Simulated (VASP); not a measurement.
# Li in VASP: notebook

Li is run at these levels: PBE; tasks: electric field gradients.

All numbers are computed with VASP 6.6.1; they aren't measurements. Logs are shortened: lines on timing, memory, paths and dates and some standing lists are left out, and cuts for length are marked.

## (1) The cell of the first run

It takes space group P6_3/mmc (No. 194, hexagonal). Conventional cell: a = 3.018 Å, b = 3.018 Å, c = 5.093 Å, α = 90.00°, β = 90.00°, γ = 120.00°. Within 4.0 Å of Li (site symmetry -6m2) lie 12 Li at 3.02 to 3.09 Å.

This isn't the form of Li at room conditions, which is bcc.

## (2) Electric field gradients, PBE (equal xx and yy strain of -3 %)

File INCAR:

```
SYSTEM = Li
ALGO = Normal
EDIFF = 1E-8
ENCUT = 520
GGA = PE
ISIF = 2
ISMEAR = -1
LASPH = .True.
LCHARG = .False.
LEFG = .True.
LREAL = .False.
LWAVE = .False.
NBANDS = 10
NELM = 100
PREC = Accurate
SIGMA = 0.08
```

File KPOINTS:

```
k-points
0
Gamma
  15 15 8
  0 0 0
```

File POSCAR:

```
Li
1.0
    3.0176720870      0.0000000000      0.0000000000
   -1.5088360435      2.6133806877      0.0000000000
    0.0000000000      0.0000000000      5.0930000000
Li
2
Direct
    0.3333333333      0.6666666667      0.2500000000
    0.6666666667      0.3333333333      0.7500000000
```

Potentials or basis: VASP PAW PBE potentials, release 64 (Li_sv).

Started as:

```console
cat potpaw_PBE.64/Li_sv/POTCAR > POTCAR
mpirun -np 1 vasp_std > vasp.out
```

OUTCAR:

```text
SYSTEM = Li
   EDIFF = 1E-8
   ENCUT = 520
   GGA = PE
   ISIF = 2
   ISMEAR = -1
   LASPH = .True.
   LREAL = .False.
   NELM = 100
   PREC = Accurate

 ion  position               nearest neighbor table
   1  0.333  0.667  0.250-
   2  0.667  0.333  0.750-

  LATTYP: Found a hexagonal cell.
 ALAT       =     3.0176720870
 C/A-ratio  =     1.6877247935

  Lattice vectors:

 A1 = (   3.0176720870,   0.0000000000,   0.0000000000)
 A2 = (  -1.5088360435,   2.6133806877,   0.0000000000)
 A3 = (   0.0000000000,   0.0000000000,   5.0930000000)

Analysis of symmetry for initial positions (statically):
=====================================================================
 Subroutine PRICEL returns:
 Original cell was already a primitive cell.

 Routine SETGRP: Setting up the symmetry group for a
 hexagonal supercell.

 Subroutine GETGRP returns: Found 24 space group operations
 (whereof 12 operations were pure point group operations)
 out of a pool of 24 trial point group operations.

The static configuration has the point symmetry D_3d.
 The point group associated with its full space group is D_6h.

Analysis of symmetry for dynamics (positions and initial velocities):
=====================================================================
 Subroutine PRICEL returns:
 Original cell was already a primitive cell.

 Routine SETGRP: Setting up the symmetry group for a
 hexagonal supercell.

 Subroutine GETGRP returns: Found 24 space group operations
 (whereof 12 operations were pure point group operations)
 out of a pool of 24 trial point group operations.

The dynamic configuration has the point symmetry D_3d.
 The point group associated with its full space group is D_6h.

 Subroutine INISYM returns: Found 24 space group operations
 (whereof 12 operations are pure point group operations),
 and found     1 'primitive' translations

----------------------------------------------------------------------------------------

                                     Primitive cell

  volume of cell :      40.1651

  direct lattice vectors                    reciprocal lattice vectors
     3.017672087  0.000000000  0.000000000     0.331381267  0.191323064  0.000000000
    -1.508836043  2.613380688  0.000000000     0.000000000  0.382646128  0.000000000
     0.000000000  0.000000000  5.093000000     0.000000000  0.000000000  0.196347929

  length of vectors
     3.017672087  3.017672087  5.093000000     0.382646128  0.382646128  0.196347929

  position of ions in fractional coordinates (direct lattice)
     0.333333333  0.666666667  0.250000000
     0.666666667  0.333333333  0.750000000

  ion indices of the primitive-cell ions
   primitive index   ion index
                 1           1
                 2           2

----------------------------------------------------------------------------------------

 KPOINTS: k-points

Automatic generation of k-mesh.
 Grid dimensions read from file:
 generate k-points for:   15   15    8

 Generating k-lattice:

  Cartesian coordinates                     Fractional coordinates (reciprocal lattice)
     0.022092084  0.012754871  0.000000000     0.066666667  0.000000000  0.000000000
     0.000000000  0.025509742  0.000000000     0.000000000  0.066666667  0.000000000
     0.000000000  0.000000000  0.024543491     0.000000000  0.000000000  0.125000000

  Length of vectors
     0.025509742  0.025509742  0.024543491

  Shift w.r.t. Gamma in fractional coordinates (k-lattice)
     0.000000000  0.000000000  0.000000000

 Subroutine IBZKPT returns following result:
 ===========================================

 Found    135 irreducible k-points:

 Following reciprocal coordinates:
            Coordinates               Weight
  0.000000  0.000000  0.000000      1.000000
  0.066667  0.000000  0.000000      6.000000
  0.133333  0.000000  0.000000      6.000000
  0.200000  0.000000  0.000000      6.000000
  0.266667  0.000000  0.000000      6.000000
  0.333333  0.000000  0.000000      6.000000
[... 16 lines left out ...]
  0.333333  0.200000  0.000000     12.000000
  0.400000  0.200000  0.000000      6.000000
 [... further k-points ...]
   k-points           NKPTS =    135   k-points in BZ     NKDIM =    135   number of bands    NBANDS=     10
   number of dos      NEDOS =    301   number of ions     NIONS =      2
   total plane-waves  NPLWV =  23040
   dimension x,y,z NGX =    24 NGY =   24 NGZ =   40
   dimension x,y,z NGXF=    48 NGYF=   48 NGZF=   80
   ions per type =               2
   NGX,Y,Z   is equivalent  to a cutoff of  13.22, 13.22, 13.06 a.u.
   NGXF,Y,Z  is equivalent  to a cutoff of  26.44, 26.44, 26.11 a.u.
 SYSTEM =  Li
   PREC   = accura    normal or accurate (medium, high low for compatibility)
   ISTART =      0    job   : 0-new  1-cont  2-samecut
   ICHARG =      2    charge: 1-file 2-atom 10-const
   ISPIN  =      1    spin polarized calculation?
   LNONCOLLINEAR =      F non collinear calculations
   LSORBIT =      F    spin-orbit coupling
   LASPH  =      T    aspherical Exc in radial PAW
   ENCUT  =  520.0 eV  38.22 Ry    6.18 a.u.   5.61  5.61  9.47*2*pi/ulx,y,z
   NELM   =    100;   NELMIN=  2; NELMDL= -5     # of ELM steps
   EDIFF  = 0.1E-07   stopping-criterion for ELM
   LREAL  =      F    real-space projection
   EDIFFG = 0.1E-06   stopping-criterion for IOM
   NSW    =      0    number of steps for IOM
   IBRION =     -1    ionic relax: 0-MD 1-quasi-New 2-CG
   NFREE  =      0    steps in history (QN), initial steepest desc. (CG)
   ISIF   =      2    stress and relaxation
   ISYM   =      2    0-nonsym 1-usesym 2-fastsym
   POTIM  = 0.5000    time-step for ionic-motion
   TEBEG  =    0.0;   TEEND  =   0.0 temperature during run
   PSTRESS=    0.0 pullay stress
   NELECT =       6.0000    total number of electrons
   NUPDOWN=      -1.0000    fix difference up-down
   EMIN   =  10.00;   EMAX   =-10.00  energy-range for DOS
   EFERMI =   0.00;   METHOD = LEGACY
   ISMEAR =    -1;   SIGMA  =   0.08  broadening in eV -4-tet -1-fermi 0-gaus
   EFERMI_NEDOS =   21; number of points for ismear=-14 and -15
   IALGO  =     38    algorithm
   IMIX   =      4    mixing-type and parameters
     AMIX     =   0.40;   BMIX     =  1.00
     AMIX_MAG =   1.60;   BMIX_MAG =  1.00
  volume/ion in A,a.u.               =      20.08       135.52
  Fermi-wavevector in a.u.,A,eV,Ry     =   0.868645  1.641501 10.266202  0.754545
  Thomas-Fermi vector in A             =   1.987353
   LORBIT       =      0    0 simple, 1 ext, 2 COOP (PROOUT), +10 PAW based schemes
   GGA     = PE    functional components
   LHFCALC =     F    Hartree Fock is set to
   AEXX    =    0.0000 exact exchange contribution
   IVDW    =     0    specifies the selected vdW correction
   LEPSILON=     F    determine dielectric tensor
   LRPA    =     F    only Hartree local field effects (RPA)
 non-spin polarized calculation
  energy-cutoff  :      520.00
  volume of cell :       40.17
 maximum number of plane-waves:      1111
 NGX is ok and might be reduce to    24
   NGX = 11   NGY = 11   NGZ = 19

 number of electron       6.0000011 magnetization

 Free energy of the ion-electron system (eV)
  ---------------------------------------------------
  ext. energy  EPLUGINS =         0.00000000
  ---------------------------------------------------
  free energy    TOTEN  =        -3.81989043 eV

  energy without entropy =       -3.79892175  energy(sigma->0) =       -3.80940609

 E-fermi :   0.6593     XC(G=0):  -7.0668

 val. band max:        0.6337055773   @ k =   0.2667   0.2667   0.1250
 cond. band min:       0.6703739323   @ k =   0.4667   0.0000   0.2500
 fundamental gap:      0.0366683550
 Fermi energy:         0.6593460029

 k-point     1 :       0.0000    0.0000    0.0000
  band No.  band energies     occupation
      1     -45.8645      2.00000
      2     -45.8481      2.00000
      3      -2.9213      2.00000
      4       0.4570      1.85235
      5       3.3460      0.00000
      6      13.5799      0.00000
      7      13.5800      0.00000
      8      14.6145      0.00000
      9      14.9183      0.00000
     10      14.9184      0.00000
[... 287 lines left out ...]
 k-point    24 :       0.4000    0.2000    0.0000
  band No.  band energies     occupation
      1     -45.8428      2.00000
      2     -45.8395      2.00000
      3       1.2418      0.00138
      4       2.2494      0.00000
      5       5.1079      0.00000
      6       5.9666      0.00000
      7       6.7787      0.00000
      8       6.9988      0.00000
      9      10.7682      0.00000
     10      11.1295      0.00000

 [... further k-points ...]

------------------------ aborting loop because EDIFF is reached ----------------------------------------

  FORCE on cell =-STRESS in cart. coord.  units (eV):
  Direction    XX          YY          ZZ          XY          YZ          ZX
  --------------------------------------------------------------------------------------
  -------------------------------------------------------------------------------------
  Total        0.0673110      0.0673110     -0.1064982      0.0000000      0.0000000      0.0000000
  in kB        2.6850236      2.6850236     -4.2481950      0.0000000      0.0000000      0.0000000
  external PRESSURE =       0.3739508 kB  Pullay stress =       0.0000000 kB

 VOLUME and BASIS-vectors are now :
 -----------------------------------------------------------------------------
  energy-cutoff  :      520.00
  volume of cell :       40.17
      direct lattice vectors                 reciprocal lattice vectors
     3.017672087  0.000000000  0.000000000     0.331381267  0.191323064  0.000000000
    -1.508836043  2.613380688  0.000000000     0.000000000  0.382646128  0.000000000
     0.000000000  0.000000000  5.093000000     0.000000000  0.000000000  0.196347929

 POSITION                                       TOTAL-FORCE (eV/Angst)
 -----------------------------------------------------------------------------------
     -0.00000      1.74225      1.27325         0.000000      0.000000      0.000000
      1.50884      0.87113      3.81975        -0.000000     -0.000000      0.000000
 -----------------------------------------------------------------------------------
    total drift:                               -0.000000      0.000000      0.000000

  FREE ENERGIE OF THE ION-ELECTRON SYSTEM (eV)
  ---------------------------------------------------
  free  energy   TOTEN  =        -3.8198904341 eV

  energy  without entropy=       -3.7989217479  energy(sigma->0) =       -3.80940609

 Electric field gradients (V/A^2)
---------------------------------------------------------------------
 ion       V_xx      V_yy      V_zz      V_xy      V_xz      V_yz
---------------------------------------------------------------------
   1       0.082     0.086    -0.169     0.003     0.000    -0.000
   2       0.082     0.086    -0.169     0.003    -0.000     0.000
---------------------------------------------------------------------

 Electric field gradients after diagonalization (V/A^2)
 (convention: |V_zz| > |V_xx| > |V_yy|)
----------------------------------------------------------------------
 ion       V_xx      V_yy      V_zz     asymmetry (V_yy - V_xx)/ V_zz
----------------------------------------------------------------------
   1       0.088     0.080    -0.169       0.047
   2       0.088     0.080    -0.169       0.047
----------------------------------------------------------------------

           NMR quadrupolar parameters

 Cq : quadrupolar parameter    Cq=e*Q*V_zz/h
 eta: asymmetry parameters     (V_yy - V_xx)/ V_zz
 Q  : nuclear electric quadrupole moment in mb (millibarn)
----------------------------------------------------------------------
 ion       Cq(MHz)       eta       Q (mb)
----------------------------------------------------------------------
   1      -0.000       0.047       1.000
   2      -0.000       0.047       1.000
----------------------------------------------------------------------
```

Run time: 53 s. Hardware: 1 thread of Intel Xeon 8259CL, shared host; peak memory 0.18 GiB.

What came out:

```
Free energy                             : -3.8199 eV
Band gap on the k mesh                  : zero (bands 3 and 4 overlap by 4.77 eV)
Largest electric field gradient by atom : Li -0.17 V/Å²
```

Levels at points of the mesh, in eV from the Fermi level:
```csv
k point,band 1,band 2,band 3,band 4,band 5,band 6,band 7
"(0.00, 0.00, 0.00)",-46.52,-46.51,-3.58,-0.20,2.69,12.92,12.92
"(0.00, 0.00, 0.50)",-46.52,-46.52,-2.51,-2.51,7.52,7.52,13.77
```

Caveat: the cell differs from its parent crystal (equal xx and yy strain of -3 %); the cutoff is under 1.25 times the usual one of these potentials, so pressure, stress and relaxed cells hold a basis-set (Pulay) error; without QUAD_EFG the Cq values of the log hold for a quadrupole moment of 1 mb, not for the nuclei.

(Part 1 of 3 ends here.)
